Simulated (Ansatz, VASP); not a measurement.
**Si: VASP beside Ansatz**

```
Si
1.0
    -2.37137    2.37137    1.32927
     2.37137   -2.37137    1.32927
     2.37137    2.37137   -1.32927
Si
2
Direct
  0.25000 0.75000 0.50000
  0.50000 0.50000 0.00000
```

Alike in both runs: task single point; functional PBE; k mesh 6 × 6 × 6; no spin polarisation.

|  | VASP | Ansatz |
| --- | --- | --- |
| version | VASP 6.6.1 | Ansatz 0.2.0 |
| potentials or method | VASP PAW PBE potentials, release 64 (Si) | plane waves, PAW |
| plane-wave cutoff (eV) | 500 | 420 |
| occupations | fermi-dirac, width 0.1 eV | fermi-dirac |
| valence electrons in the cell | 8 | 8 |

```csv
,VASP,Ansatz,Ansatz less VASP
pressure (GPa),3.1,3.2,+0.07
"traceless stress, the component that is largest in VASP (GPa)",-6.17,-6.19,-0.015
```

The k mesh is coarse, so the values compare programs but aren't converged.
